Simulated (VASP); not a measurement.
# Ti (I4/mmm) in VASP: further runs

Runs on Ti. Level: r2SCAN. Tasks: single point.

All numbers are computed with VASP 6.6.1; they aren't measurements. Logs are shortened: lines on timing, memory, paths and dates and some standing lists are left out, and cuts for length are marked.

### Step 1. The cell of the first run

It takes space group I4/mmm (No. 139, tetragonal). The conventional cell has a = 3.184 Å, b = 3.184 Å, c = 3.282 Å, α = 90.00°, β = 90.00°, γ = 90.00°. Within 3.7 Å of Ti (site symmetry 4/mmm) lie 14 Ti at 2.79 to 3.28 Å.

### Step 2. Single point, r2SCAN (strain -0.0300 x Voigt [1, 1, 0, 0, 0, 0])

Input file POSCAR:

```
Ti
1.0
   -1.5917700000      1.5917700000      1.6410000000
    1.5917700000     -1.5917700000      1.6410000000
    1.5917700000      1.5917700000     -1.6410000000
Ti
1
Direct
    0.0000000000      0.0000000000      0.0000000000
```

Input file INCAR.step1:

```
SYSTEM = Ti
PREC = Accurate
ENCUT = 520
ISMEAR = 0
SIGMA = 0.15
LREAL = .False.
LASPH = .True.
NELM = 100
NBANDS = 12
GGA = PE
ALGO = Normal
EDIFF = 1E-4
LWAVE = .True.
LCHARG = .False.
```

Input file INCAR.step2:

```
SYSTEM = Ti
PREC = Accurate
ENCUT = 520
EDIFF = 1E-7
ISMEAR = 0
SIGMA = 0.15
LREAL = .False.
LASPH = .True.
NELM = 100
ALGO = Normal
ISIF = 2
LWAVE = .False.
LCHARG = .False.
METAGGA = R2SCAN
LMIXTAU = .True.
NBANDS = 12
ISTART = 1
```

Input file KPOINTS:

```
Automatic mesh
0
Gamma
  20 20 20
  0 0 0
```

Potentials or basis: VASP PAW PBE potentials, release 64 (Ti_sv).

On the command line:

```bash
cat potpaw_PBE.64/Ti_sv/POTCAR > POTCAR
cp INCAR.step1 INCAR
mpirun -np 1 vasp_std > vasp.out
cp INCAR.step2 INCAR
mpirun -np 1 vasp_std > vasp.out
```

OUTCAR:

```text
SYSTEM = Ti
   PREC = Accurate
   ENCUT = 520
   EDIFF = 1E-7
   ISMEAR = 0
   LREAL = .False.
   LASPH = .True.
   NELM = 100
   ISIF = 2
   METAGGA = R2SCAN
   ISTART = 1

 ion  position               nearest neighbor table
   1  0.000  0.000  0.000-

  LATTYP: Found a body centered tetragonal cell.
 ALAT       =     3.1835400000
 C/A-ratio  =     1.0309278351

  Lattice vectors:

 A1 = (  -1.5917700000,   1.5917700000,   1.6410000000)
 A2 = (   1.5917700000,  -1.5917700000,   1.6410000000)
 A3 = (   1.5917700000,   1.5917700000,  -1.6410000000)

Analysis of symmetry for initial positions (statically):
=====================================================================
 Subroutine PRICEL returns:
 Original cell was already a primitive cell.

 Routine SETGRP: Setting up the symmetry group for a
 body centered tetragonal supercell.

 Subroutine GETGRP returns: Found 16 space group operations
 (whereof 16 operations were pure point group operations)
 out of a pool of 16 trial point group operations.

The static configuration has the point symmetry D_4h.

Analysis of symmetry for dynamics (positions and initial velocities):
=====================================================================
 Subroutine PRICEL returns:
 Original cell was already a primitive cell.

 Routine SETGRP: Setting up the symmetry group for a
 body centered tetragonal supercell.

 Subroutine GETGRP returns: Found 16 space group operations
 (whereof 16 operations were pure point group operations)
 out of a pool of 16 trial point group operations.

The dynamic configuration has the point symmetry D_4h.

 Subroutine INISYM returns: Found 16 space group operations
 (whereof 16 operations are pure point group operations),
 and found     1 'primitive' translations

----------------------------------------------------------------------------------------

                                     Primitive cell

  volume of cell :      16.6314

  direct lattice vectors                    reciprocal lattice vectors
    -1.591770000  1.591770000  1.641000000     0.000000000  0.314115733  0.304692261
     1.591770000 -1.591770000  1.641000000     0.314115733  0.000000000  0.304692261
     1.591770000  1.591770000 -1.641000000     0.314115733  0.314115733  0.000000000

  length of vectors
     2.785739483  2.785739483  2.785739483     0.437614062  0.437614062  0.444226729

  position of ions in fractional coordinates (direct lattice)
     0.000000000  0.000000000  0.000000000

  ion indices of the primitive-cell ions
   primitive index   ion index
                 1           1

----------------------------------------------------------------------------------------

 KPOINTS: Automatic mesh

Automatic generation of k-mesh.
 Grid dimensions read from file:
 generate k-points for:   20   20   20

 Generating k-lattice:

  Cartesian coordinates                     Fractional coordinates (reciprocal lattice)
     0.000000000  0.015705787  0.015234613     0.050000000  0.000000000  0.000000000
     0.015705787  0.000000000  0.015234613     0.000000000  0.050000000  0.000000000
     0.015705787  0.015705787  0.000000000     0.000000000  0.000000000  0.050000000

  Length of vectors
     0.021880703  0.021880703  0.022211336

  Shift w.r.t. Gamma in fractional coordinates (k-lattice)
     0.000000000  0.000000000  0.000000000

 Subroutine IBZKPT returns following result:
 ===========================================

 Found    641 irreducible k-points:

 Following reciprocal coordinates:
            Coordinates               Weight
  0.000000  0.000000  0.000000      1.000000
  0.050000 -0.000000  0.000000      8.000000
  0.100000  0.000000 -0.000000      8.000000
  0.150000  0.000000  0.000000      8.000000
  0.200000  0.000000 -0.000000      8.000000
  0.250000 -0.000000  0.000000      8.000000
[... 16 lines left out ...]
 -0.400000  0.050000  0.000000     16.000000
 -0.350000  0.050000  0.000000     16.000000
 [... further k-points ...]
   k-points           NKPTS =    641   k-points in BZ     NKDIM =    641   number of bands    NBANDS=     12
   number of dos      NEDOS =    301   number of ions     NIONS =      1
   total plane-waves  NPLWV =  13824
   dimension x,y,z NGX =    24 NGY =   24 NGZ =   24
   dimension x,y,z NGXF=    48 NGYF=   48 NGZF=   48
   ions per type =               1
   NGX,Y,Z   is equivalent  to a cutoff of  14.32, 14.32, 14.32 a.u.
   NGXF,Y,Z  is equivalent  to a cutoff of  28.65, 28.65, 28.65 a.u.
 SYSTEM =  Ti
   PREC   = accura    normal or accurate (medium, high low for compatibility)
   ISTART =      1    job   : 0-new  1-cont  2-samecut
   ICHARG =      0    charge: 1-file 2-atom 10-const
   ISPIN  =      1    spin polarized calculation?
   LNONCOLLINEAR =      F non collinear calculations
   LSORBIT =      F    spin-orbit coupling
   LASPH  =      T    aspherical Exc in radial PAW
   ENCUT  =  520.0 eV  38.22 Ry    6.18 a.u.   5.18  5.18  5.18*2*pi/ulx,y,z
   NELM   =    100;   NELMIN=  2; NELMDL=  0     # of ELM steps
   EDIFF  = 0.1E-06   stopping-criterion for ELM
   LREAL  =      F    real-space projection
   EDIFFG = 0.1E-05   stopping-criterion for IOM
   NSW    =      0    number of steps for IOM
   IBRION =     -1    ionic relax: 0-MD 1-quasi-New 2-CG
   NFREE  =      0    steps in history (QN), initial steepest desc. (CG)
   ISIF   =      2    stress and relaxation
   ISYM   =      2    0-nonsym 1-usesym 2-fastsym
   POTIM  = 0.5000    time-step for ionic-motion
   TEBEG  =    0.0;   TEEND  =   0.0 temperature during run
   PSTRESS=    0.0 pullay stress
   NELECT =      12.0000    total number of electrons
   NUPDOWN=      -1.0000    fix difference up-down
   EMIN   =  10.00;   EMAX   =-10.00  energy-range for DOS
   EFERMI =   0.00;   METHOD = LEGACY
   ISMEAR =     0;   SIGMA  =   0.15  broadening in eV -4-tet -1-fermi 0-gaus
   EFERMI_NEDOS =   21; number of points for ismear=-14 and -15
   IALGO  =     38    algorithm
   IMIX   =      4    mixing-type and parameters
     AMIX     =   0.40;   BMIX     =  1.00
     AMIX_MAG =   1.60;   BMIX_MAG =  1.00
  volume/ion in A,a.u.               =      16.63       112.23
  Fermi-wavevector in a.u.,A,eV,Ry     =   1.468336  2.774753 29.334314  2.156011
  Thomas-Fermi vector in A             =   2.583846
   LORBIT       =      0    0 simple, 1 ext, 2 COOP (PROOUT), +10 PAW based schemes
   METAGGA = R2SCAN    functional components
   LHFCALC =     F    Hartree Fock is set to
   AEXX    =    0.0000 exact exchange contribution
   IVDW    =     0    specifies the selected vdW correction
   LEPSILON=     F    determine dielectric tensor
   LRPA    =     F    only Hartree local field effects (RPA)
 non-spin polarized calculation
 Gauss-broadening in eV      SIGMA  =   0.15
  energy-cutoff  :      520.00
  volume of cell :       16.63
 maximum number of plane-waves:       474
 NGX is ok and might be reduce to    24
   NGX = 11   NGY = 11   NGZ = 11

 number of electron      11.9999999 magnetization

 Free energy of the ion-electron system (eV)
  ---------------------------------------------------
  ext. energy  EPLUGINS =         0.00000000
  ---------------------------------------------------
  free energy    TOTEN  =       -12.81782731 eV

  energy without entropy =      -12.79421434  energy(sigma->0) =      -12.80602082

 E-fermi :   8.5869     XC(G=0): -12.6235

 val. band max:        8.5858082119   @ k =   0.3500   0.0000  -0.0000
 cond. band min:       8.5918265257   @ k =  -0.3500   0.1500   0.0000
 fundamental gap:      0.0060183138
 Fermi energy:         8.5868802872

 k-point     1 :       0.0000    0.0000    0.0000
  band No.  band energies     occupation
      1     -50.2319      2.00000
      2     -24.9826      2.00000
      3     -24.9826      2.00000
      4     -24.9808      2.00000
      5       2.1597      2.00000
      6       9.6919      0.00000
      7       9.6919      0.00000
      8       9.9412      0.00000
      9      11.4940      0.00000
     10      11.7832      0.00000
     11      26.6013      0.00000
     12      27.1951      0.00000

 k-point     2 :       0.0500   -0.0000    0.0000
  band No.  band energies     occupation
      1     -50.2280      2.00000
      2     -25.0023      2.00000
      3     -24.9885      2.00000
      4     -24.9817      2.00000
      5       2.2516      2.00000
      6       9.6804      0.00000
      7       9.6954      0.00000
      8       9.9614      0.00000
      9      11.4546      0.00000
     10      11.7688      0.00000
     11      26.5599      0.00000
     12      27.1094      0.00000

 k-point     3 :       0.1000    0.0000   -0.0000
  band No.  band energies     occupation
      1     -50.2167      2.00000
      2     -25.0616      2.00000
      3     -25.0057      2.00000
      4     -24.9819      2.00000
      5       2.5219      2.00000
      6       9.6236      0.00000
      7       9.6309      0.00000
      8      10.1074      0.00000
      9      11.3492      0.00000
     10      11.7466      0.00000
     11      26.3003      0.00000
     12      26.9045      0.00000
[... 286 lines left out ...]
 k-point    23 :      -0.4000    0.0500    0.0000
  band No.  band energies     occupation
      1     -50.0924      2.00000
      2     -25.6685      2.00000
      3     -25.1902      2.00000
      4     -24.9925      2.00000
      5       5.6239      2.00000
      6       8.4991      1.59198
      7       8.9236      0.00150
      8      11.4364      0.00000
      9      12.0071      0.00000
     10      12.7178      0.00000
     11      19.8665      0.00000
     12      23.5523      0.00000

 k-point    24 :      -0.3500    0.0500    0.0000
  band No.  band energies     occupation
      1     -50.1127      2.00000
      2     -25.5731      2.00000
      3     -25.1590      2.00000
      4     -24.9923      2.00000
      5       5.1758      2.00000
      6       8.6696      0.43547
      7       8.8116      0.03408
      8      11.3401      0.00000
      9      11.9379      0.00000
     10      12.2013      0.00000
     11      21.1621      0.00000
     12      24.1575      0.00000

 [... further k-points ...]

------------------------ aborting loop because EDIFF is reached ----------------------------------------

  FORCE on cell =-STRESS in cart. coord.  units (eV):
  Direction    XX          YY          ZZ          XY          YZ          ZX
  --------------------------------------------------------------------------------------
  -------------------------------------------------------------------------------------
  Total        0.4353444      0.4353444      0.5409812      0.0000000      0.0000000      0.0000000
  in kB       41.9386405     41.9386405     52.1150938      0.0000000      0.0000000      0.0000000
  external PRESSURE =      45.3307916 kB  Pullay stress =       0.0000000 kB

 VOLUME and BASIS-vectors are now :
 -----------------------------------------------------------------------------
  energy-cutoff  :      520.00
  volume of cell :       16.63
      direct lattice vectors                 reciprocal lattice vectors
    -1.591770000  1.591770000  1.641000000     0.000000000  0.314115733  0.304692261
     1.591770000 -1.591770000  1.641000000     0.314115733  0.000000000  0.304692261
     1.591770000  1.591770000 -1.641000000     0.314115733  0.314115733  0.000000000

 POSITION                                       TOTAL-FORCE (eV/Angst)
 -----------------------------------------------------------------------------------
      0.00000      0.00000      0.00000         0.000000      0.000000      0.000000
 -----------------------------------------------------------------------------------
    total drift:                                0.000000      0.000000     -0.000000

  FREE ENERGIE OF THE ION-ELECTRON SYSTEM (eV)
  ---------------------------------------------------
  free  energy   TOTEN  =       -12.8178273091 eV

  energy  without entropy=      -12.7942143352  energy(sigma->0) =      -12.80602082
```

Run time: 12 min. Hardware: 1 thread of Intel Xeon Platinum 8259CL at 2.50GHz (Skylake/Cascade Lake), shared host; peak memory 0.25 GiB.

Results:

```yaml
Free_energy: -12.8178 eV
Pressure: 4.5 GPa
Band_gap_on_the_k_mesh: zero (bands 6 and 7 overlap by 1.83 eV)
```

Caveat: the cell differs from its parent crystal (strain -0.0300 x Voigt [1, 1, 0, 0, 0, 0]); the cell stands under pressure; the PAW data sets were made with another functional, which shifts forces and pressure a little.

### Step 3. Single point, r2SCAN (strain -0.0150 x Voigt [1, 1, 0, 0, 0, 0])

Input file POSCAR:

```
Ti
1.0
   -1.6163850000      1.6163850000      1.6410000000
    1.6163850000     -1.6163850000      1.6410000000
    1.6163850000      1.6163850000     -1.6410000000
Ti
1
Direct
    0.0000000000      0.0000000000      0.0000000000
```

Input file INCAR.step1:

```
SYSTEM = Ti
  PREC = Accurate
  ENCUT = 520
  ISMEAR = 0
  SIGMA = 0.15
  LREAL = .False.
  LASPH = .True.
  NELM = 60
  NBANDS = 12
  GGA = PE
  ALGO = Normal
  EDIFF = 1E-4
  LWAVE = .True.
  LCHARG = .False.
```

Input file INCAR.step2:

```
SYSTEM = Ti
  PREC = Accurate
  ENCUT = 520
  EDIFF = 1E-7
  ISMEAR = 0
  SIGMA = 0.15
  LREAL = .False.
  LASPH = .True.
  NELM = 60
  ALGO = Normal
  ISIF = 2
  LWAVE = .False.
  LCHARG = .False.
  METAGGA = R2SCAN
  LMIXTAU = .True.
  NBANDS = 12
  ISTART = 1
```

Input file KPOINTS:

```
regular mesh
0
Gamma
  20 20 20
  0 0 0
```

Potentials or basis: VASP PAW PBE potentials, release 64 (Ti_sv).

On the command line:

```bash
cat potpaw_PBE.64/Ti_sv/POTCAR > POTCAR
cp INCAR.step1 INCAR
mpirun -np 1 vasp_std > vasp.out
cp INCAR.step2 INCAR
mpirun -np 1 vasp_std > vasp.out
```

It took 10 min on 1 thread of Intel Xeon Platinum 8259CL at 2.50GHz (Skylake/Cascade Lake), shared host; peak memory 0.25 GiB.

The run converged. Its results:

* Free energy: -12.8259 eV
* Pressure: 0.9 GPa
* Band gap on the k mesh: zero (bands 6 and 7 overlap by 1.82 eV)

Stress tensor (GPa, compression positive):
```
0.67 0.00 0.00
0.00 0.67 0.00
0.00 0.00 1.22
```

Levels at points of the mesh, in eV from the Fermi level:
```tsv
k point	band 4	band 5	band 6	band 7	band 8	band 9
(0.00, 0.00, 0.00)	-33.67	-6.37	1.12	1.12	1.24	2.89
(0.50, 0.00, 0.00)	-33.68	-2.61	-0.30	0.96	2.92	3.32
(0.50, 0.50, 0.00)	-33.68	-2.61	-0.44	1.07	3.06	3.36
(0.50, 0.50, 0.50)	-34.15	-2.33	-2.29	4.17	4.19	4.19
```

Caveat: the cell differs from its parent crystal (strain -0.0150 x Voigt [1, 1, 0, 0, 0, 0]); the PAW data sets were made with another functional, which shifts forces and pressure a little.

(Part 1 of 2 ends here.)
